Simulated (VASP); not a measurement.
A run of VASP 6.6.1:

Contents of INCAR:

```
PREC = Accurate
ENCUT = 600
EDIFF = 1E-7
ISMEAR = 0
SIGMA = 0.1
LREAL = F
LASPH = T
NELM = 60
ALGO = Normal
ISIF = 3
LWAVE = F
LCHARG = F
GGA = PE
IBRION = 2
NSW = 90
EDIFFG = -0.04
```

KPOINTS

```
Automatic mesh
0
Gamma
  3 3 3
```

The input POSCAR:

```
K2SiSb3
1.0
    3.2536151800      1.8784756000      4.5852182800
   -3.2536151800      1.8784756000      4.5852182800
    0.0000000000     -3.7569512000      4.5852182800
K Si Sb
2 1 3
Direct
    0.8712233300      0.8712233300      0.8712233300
    0.1287766700      0.1287766700      0.1287766700
    0.5000000000      0.5000000000      0.5000000000
    0.5000000000      0.0000000000      0.5000000000
    0.5000000000      0.5000000000      0.0000000000
    0.0000000000      0.5000000000      0.5000000000
```

Potentials or basis: VASP PAW PBE potentials, release 64 (K_sv, Si, Sb).

Command:

```bash
$ cat potpaw_PBE.64/K_sv/POTCAR potpaw_PBE.64/Si/POTCAR potpaw_PBE.64/Sb/POTCAR > POTCAR
$ mpirun -np 1 vasp_std > vasp.out
```

Hardware: 1 thread of Intel(R) Xeon(R) Platinum 8375C CPU @ 2.90GHz (Ice Lake), on a shared host.

Problem. How long does it take, and how much memory?

Solution. It took 2.8 min on 1 thread of Intel(R) Xeon(R) Platinum 8375C CPU @ 2.90GHz (Ice Lake) (shared host), peak memory 0.35 GiB. Counts: scf iterations 69, k points 6, ion steps 7.
